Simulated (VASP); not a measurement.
Here is a VASP 6.6.1 calculation.

INCAR

```
ALGO = Normal
EDIFF = 1E-6
EDIFFG = -0.04
ENCUT = 600
GGA = PE
IBRION = 2
ISIF = 3
ISMEAR = 0
LASPH = T
LCHARG = F
LREAL = F
LWAVE = F
NELM = 80
NSW = 90
PREC = Accurate
SIGMA = 0.1
```

KPOINTS

```
k-points
0
Gamma
  4 4 6
```

File POSCAR:

```
Si3N4
1.0
    3.2542279100     -4.4670753600      0.0000000000
    3.2542279100      4.4670753600      0.0000000000
    0.0000000000      0.0000000000      3.1180597600
Si N
3 4
Direct
    0.5000000000      0.0000000000      0.5000000000
    0.0000000000      0.5000000000      0.5000000000
    0.0000000000      0.0000000000      0.0000000000
    0.7937246600      0.7937246600      0.5000000000
    0.2062753400      0.2062753400      0.5000000000
    0.2277248000      0.7722752000      0.0000000000
    0.7722752000      0.2277248000      0.0000000000
```

Potentials or basis: VASP PAW PBE potentials, release 64 (Si, N).

Run with:

```sh
$ cat potpaw_PBE.64/Si/POTCAR potpaw_PBE.64/N/POTCAR > POTCAR
$ mpirun -np 1 vasp_std > vasp.out
```

Q: Estimate the relaxed volume.

A: 8.40 Å³/atom.

Q: Predict the space group after relaxing (to 0.1 Å).

A: Cmmm (No. 65).

The path:
```tsv
step	energy change (eV)	largest force (eV/Å)	pressure (GPa)	volume (Å³)
1	0.0000	1.7232	-40.17	90.65
2	-3.0703	8.6195	56.87	54.35
3	-4.8989	3.4709	-5.58	64.67
4	-5.9389	0.8855	8.56	57.17
5	-5.9468	1.0648	6.83	57.70
6	-5.9415	0.7472	-9.02	60.28
7	-6.0096	0.2827	-1.36	58.93
8	-6.0187	0.0863	0.24	58.66
9	-6.0189	0.0892	0.03	58.70
10	-6.0215	0.0411	0.29	58.66
11	-6.0219	0.0500	0.43	58.64
12	-6.0221	0.0356	-0.30	58.81
```

Caveat: the volume moved by over 15 % at a fixed basis, so the end points are rough.
